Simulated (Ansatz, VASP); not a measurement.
One calculation of Mo3H, two programs

```
CELL_PARAMETERS angstrom
2.73705 0.00000 0.00000
-0.91235 2.58051 0.00000
0.00000 0.00000 21.30824
ATOMIC_POSITIONS crystal
Mo 0.50000 0.50000 0.18772
Mo 0.00000 0.00000 0.28882
Mo 0.50000 0.50000 0.38991
H 0.00000 0.00000 0.43214
```

Alike in both runs: task single point; functional PBE; k mesh 10 × 10 × 1; occupations gaussian, width 0.1 eV; collinear spin.

|  | VASP | Ansatz |
| --- | --- | --- |
| version | VASP 6.6.1 | Ansatz 0.2.0 |
| potentials or method | VASP PAW PBE potentials, release 64 (Mo_sv, H), cutoff 520 eV | scalar-relativistic, plane waves, PAW |
| valence electrons in the cell | 43 | 43 |

|  | VASP | Ansatz | Ansatz less VASP |
| --- | --- | --- | --- |
| gap on the k mesh at the Fermi level (eV) | none | none | - |
| rms of the force components (eV/Å) | 0.288 | 0.287 | -0.0010 |
| net moment per atom (μB) | 0.00 | 0.00 | 0.000 |
| work function, face that differs most (eV) | 4.49 | 4.49 | +0.004 |

Atom by atom the forces differ by 0.010 eV/Å (rms over components). A gap of «none» marks a metal or a gap that the smearing closes. With one functional, cell and mesh, what is left measures potentials, basis and numerics. Ansatz's warnings: seeded moment not kept.
